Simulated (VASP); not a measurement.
A run of VASP 6.6.1:

File INCAR:

```
SYSTEM = Eu
  ALGO = Normal
  EDIFF = 1E-6
  ENCUT = 520
  GGA = PS
  ISIF = 2
  ISMEAR = -1
  ISPIN = 2
  LASPH = .True.
  LCHARG = .True.
  LELF = .True.
  LMAXMIX = 6
  LORBIT = 11
  LREAL = .False.
  LVHAR = .True.
  LWAVE = .False.
  MAGMOM = 5.2
  NBANDS = 18
  NELM = 150
  NUPDOWN = 5.2
  PREC = Accurate
  SIGMA = 0.05
```

The input KPOINTS:

```
k-points
0
Gamma
  7 7 7
  0 0 0
```

Contents of POSCAR:

```
Eu
1.0
   -2.3030000000      2.3030000000      2.3030000000
    2.3030000000     -2.3030000000      2.3030000000
    2.3030000000      2.3030000000     -2.3030000000
Eu
1
Direct
    0.0000000000      0.0000000000      0.0000000000
```

Potentials or basis: VASP PAW PBE potentials, release 64 (Eu).

Launch:

```bash
$ cat potpaw_PBE.64/Eu/POTCAR > POTCAR
$ mpirun -np 1 vasp_std > vasp.out
```

Hardware: 1 thread of Intel(R) Xeon(R) Platinum 8375C CPU @ 2.90GHz (Ice Lake) (shared host).

How long does it take, and how much memory?

Wall time 55 s on 1 thread of Intel(R) Xeon(R) Platinum 8375C CPU @ 2.90GHz (Ice Lake), on a shared host, peak memory 0.21 GiB. Counts: scf iterations 18, k points 20.
